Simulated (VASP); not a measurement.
Wanted: the native input for a VASP 6.6.1 run.

| Item | Value |
| --- | --- |
| Task | single point |
| Functional | r2SCAN |
| Potentials or basis | VASP PAW PBE potentials, release 64 (V_sv, Zr_sv, Ga_d) |
| Cutoff | 520 eV |
| k mesh | 9 × 9 × 5 |
| Occupations | fermi-dirac, width 0.1 eV |
| Spin | no spin polarisation |
| Dipole correction | no |
| Further INCAR settings | ALGO = Normal; EDIFF = 1e-06; NBANDS = 47 |

ZrVGa:

```
V Zr Ga
1.0
     3.75617    0.00000    0.00000
     0.00000    3.75617    0.00000
     0.00000    0.00000    7.33140
V Zr Ga
2 2 2
Cartesian
  0.0000 0.0000 0.0000
  1.8781 1.8781 0.0000
  1.8781 0.0000 4.6921
  0.0000 1.8781 2.6393
  1.8781 0.0000 1.8695
  0.0000 1.8781 5.4619
```

One way to write it, as run:

POSCAR

```
ZrVGa
1.0
    3.7561750000      0.0000000000      0.0000000000
    0.0000000000      3.7561750000      0.0000000000
    0.0000000000      0.0000000000      7.3314040000
V Zr Ga
2 2 2
Direct
    0.0000000000      0.0000000000      0.0000000000
    0.5000000000      0.5000000000      0.0000000000
    0.5000000000      0.0000000000      0.6400000000
    0.0000000000      0.5000000000      0.3600000000
    0.5000000000      0.0000000000      0.2550000000
    0.0000000000      0.5000000000      0.7450000000
```

INCAR.step1

```
SYSTEM = ZrVGa
PREC = Accurate ; ENCUT = 520
ISMEAR = -1 ; SIGMA = 0.1
LREAL = .False. ; LASPH = .True.
NELM = 100 ; NBANDS = 47
GGA = PE ; ALGO = Normal
EDIFF = 1E-4 ; LWAVE = .True.
LCHARG = .False.
```

INCAR.step2

```
SYSTEM = ZrVGa
PREC = Accurate ; ENCUT = 520
EDIFF = 1E-6 ; ISMEAR = -1
SIGMA = 0.1 ; LREAL = .False.
LASPH = .True. ; NELM = 100
ALGO = Normal ; ISIF = 2
LWAVE = .False. ; LCHARG = .False.
METAGGA = R2SCAN ; LMIXTAU = .True.
NBANDS = 47 ; ISTART = 1
```

KPOINTS

```
Automatic mesh
0
Gamma
  9 9 5
  0 0 0
```

Potentials or basis: VASP PAW PBE potentials, release 64 (V_sv, Zr_sv, Ga_d).

Run with:

```bash
$ cat potpaw_PBE.64/V_sv/POTCAR potpaw_PBE.64/Zr_sv/POTCAR potpaw_PBE.64/Ga_d/POTCAR > POTCAR
$ cp INCAR.step1 INCAR
$ mpirun -np 1 vasp_std > vasp.out
$ cp INCAR.step2 INCAR
$ mpirun -np 1 vasp_std > vasp.out
```

Results of the run:

```json
{
  "Pressure": "-0.4 GPa",
  "Largest force": "0.577 eV/Å",
  "Band gap on the k mesh": "zero (bands 38 and 39 overlap by 1.44 eV)"
}
```

Caveat: the PAW data sets were made with another functional, which shifts forces and pressure a little.

It took 12 min on 1 thread of Intel(R) Xeon(R) Platinum 8259CL CPU @ 2.50GHz (Skylake/Cascade Lake), on a shared host, peak memory 0.34 GiB.
